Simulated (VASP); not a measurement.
A run of VASP 6.6.1:

File POSCAR:

```
TaVN2
1.0
    3.0900014315      0.0000000000      0.0000000000
    0.0000000000      3.0900014315      0.0000000000
    0.0000000000      0.0000000000      4.3525956147
Ta V N
1 1 2
Direct
    0.0000000000      0.0000000000      0.0000000000
    0.5000000000      0.5000000000      0.5000000000
    0.5000000000      0.5000000000      0.0000000000
    0.0000000000      0.0000000000      0.5000000000
```

Contents of INCAR.step1:

```
  PREC = Accurate
  ENCUT = 520
  ISMEAR = -1
  SIGMA = 0.05
  LREAL = F
  LASPH = T
  NELM = 150
  ISPIN = 2
  MAGMOM = 0 2 0 0
  LMAXMIX = 4
  NBANDS = 29
  GGA = PE
  ALGO = Normal
  EDIFF = 1E-4
  LWAVE = T
  LCHARG = F
```

File INCAR.step2:

```
  PREC = Accurate
  ENCUT = 520
  EDIFF = 1E-7
  ISMEAR = -1
  SIGMA = 0.05
  LREAL = F
  LASPH = T
  NELM = 150
  ALGO = Normal
  ISIF = 2
  LWAVE = F
  LCHARG = F
  ISPIN = 2
  MAGMOM = 0 2 0 0
  LORBIT = 11
  LMAXMIX = 4
  METAGGA = R2SCAN
  LMIXTAU = T
  NBANDS = 29
  ISTART = 1
```

File KPOINTS:

```
regular mesh
0
Gamma
  9 9 6
```

Potentials or basis: VASP PAW PBE potentials, release 64 (Ta_pv, V_sv, N).

Launch:

```sh
$ cat potpaw_PBE.64/Ta_pv/POTCAR potpaw_PBE.64/V_sv/POTCAR potpaw_PBE.64/N/POTCAR > POTCAR
$ cp INCAR.step1 INCAR
$ mpirun -np 1 vasp_std > vasp.out
$ cp INCAR.step2 INCAR
$ mpirun -np 1 vasp_std > vasp.out
```

Hardware: 1 thread of Intel Xeon 8259CL, with other jobs on the host.

Problem. How long does it take, and how much memory?

Solution. Wall time 12 min on 1 thread of Intel Xeon 8259CL, on a shared host, peak memory 0.26 GiB. Counts: k points 60.
